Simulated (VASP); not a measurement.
Here is a VASP 6.6.1 calculation.

INCAR

```
SYSTEM = KF
PREC     = Accurate       ! precision mode
ENCUT    = 520            ! plane-wave cutoff, eV
EDIFF    = 1E-6           ! SCF threshold, eV
ISMEAR   = 0              ! smearing method
SIGMA    = 0.05           ! smearing width, eV
LREAL    = .FALSE.        ! projectors in reciprocal space
LASPH    = .TRUE.         ! aspherical terms in the spheres
NELM     = 80             ! most SCF steps
ALGO     = Normal         ! electronic algorithm
ISIF     = 2              ! what is computed and relaxed
LWAVE    = .FALSE.        ! write WAVECAR
LCHARG   = .FALSE.        ! write CHGCAR
NBANDS   = 15             ! bands
```

KPOINTS

```
regular mesh
0
G
  8 8 8
  0 0 0
```

POSCAR

```
KF
1.0
    0.0000000000      2.5817196783      2.7753486542
    2.6268997727      0.0000000000      2.7753486542
    2.6268997727      2.5817196783      0.0000000000
K F
1 1
Direct
    0.0000000000      0.0000000000      0.0000000000
    0.5000000000      0.5000000000      0.5000000000
```

Potentials or basis: VASP PAW LDA potentials, release 64 (K_sv, F).

Launch:

```console
$ cat potpaw_LDA.64/K_sv/POTCAR potpaw_LDA.64/F/POTCAR > POTCAR
$ mpirun -np 1 vasp_std > vasp.out
```

Q: Estimate the pressure.

A: -2.7 GPa.

Q: Predict the band gap on the k mesh.

A: 5.78 eV, direct.

Stress tensor (GPa, compression positive):
```
-2.30  0.00  0.00
 0.00 -1.20  0.00
 0.00  0.00 -4.47
```

Caveat: the cell differs from its parent crystal (normal strain along x +0.0175, normal strain along z +0.0750). A k mesh can miss the band edges.
